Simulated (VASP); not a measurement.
GaP: single point with LDA

GaP:

```
CELL_PARAMETERS angstrom
0.00000 2.67670 2.67670
2.67670 0.00000 2.67670
2.67670 2.67670 0.00000
ATOMIC_POSITIONS crystal
Ga 0.00000 0.00000 0.00000
P 0.75000 0.75000 0.75000
```

- Program: VASP 6.6.1
- Task: single point
- Functional: LDA
- Potentials or basis: VASP PAW LDA potentials, release 64 (Ga_d, P)
- Cutoff: 520 eV
- k mesh: 8 × 8 × 8
- Occupations: gaussian, width 0.01 eV
- Spin: no spin polarisation
- Dipole correction: no
- Further INCAR settings: ALGO = Normal; EDIFF = 1e-07; NBANDS = 16

- Pressure: 2.1 GPa
- Band gap on the k mesh: 1.38 eV (least direct gap 2.09 eV)

Levels at points of the mesh, in eV from the valence-band top:
```tsv
k point	band 6	band 7	band 8	band 9	band 10	band 11	band 12	band 13
(0.00, 0.00, 0.00)	-12.93	0.00	0.00	0.00	2.09	3.78	3.78	3.78
(0.50, 0.00, 0.00)	-10.66	-7.03	-1.21	-1.21	1.68	4.62	4.62	8.14
(0.50, 0.50, 0.00)	-9.67	-7.10	-2.90	-2.90	1.38	1.63	10.86	10.86
```

It took 33 s on 1 thread of Intel Xeon 8259CL, with other jobs on the host, peak memory 0.15 GiB.

A k mesh can miss the band edges.
